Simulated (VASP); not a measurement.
BeZn2Te3, 6 atoms in the cell. It takes space group P4/mmm (No. 123, tetragonal). Conventional cell: a = 5.529 Å, b = 5.529 Å, c = 5.826 Å, α = 90.00°, β = 90.00°, γ = 90.00°. Within 4.1 Å of Be (site symmetry 4/mmm) lie 6 Te at 2.91 to 3.91 Å and 8 Zn at 4.02 Å. Zn (site symmetry mmm) has 4 Te at 2.76 Å within 3.6 Å. Within 3.6 Å of Te (site symmetry 4/mmm) lie 4 Zn at 2.76 Å and 2 Be at 2.91 Å. Within 4.1 Å of Te (site symmetry 4/mmm) lie 2 Te at 2.91 Å and 4 Be at 3.91 Å and 8 Zn at 4.02 Å. Within 3.6 Å of Te (site symmetry 4/mmm) lie 4 Zn at 2.76 Å and 2 Te at 2.91 Å. The cell was generated, and may not be a known phase.

```yaml
Program: VASP 6.6.1
Task: single point
Functional: PBE
Potentials_or_basis: VASP PAW PBE potentials, release 64 (Be, Zn, Te)
Cutoff: 520 eV
k_mesh: 8 × 8 × 6
Occupations: gaussian, width 0.1 eV
Spin: no spin polarisation
Dipole_correction: no
Further_INCAR_settings: ALGO = Normal; EDIFF = 1e-06; NBANDS = 31
```

Potentials or basis: VASP PAW PBE potentials, release 64 (Be, Zn, Te).

The run is started by

```sh
$ cat potpaw_PBE.64/Be/POTCAR potpaw_PBE.64/Zn/POTCAR potpaw_PBE.64/Te/POTCAR > POTCAR
$ mpirun -np 1 vasp_std > vasp.out
```

Hardware: 1 thread of Intel(R) Xeon(R) Platinum 8488C (Sapphire Rapids) (shared host).

Task: Estimate the wall time of this run.

Result: Wall time 4.1 min on 1 thread of Intel(R) Xeon(R) Platinum 8488C (Sapphire Rapids), on a shared host, peak memory 0.47 GiB. Counts: scf iterations 14, k points 60.
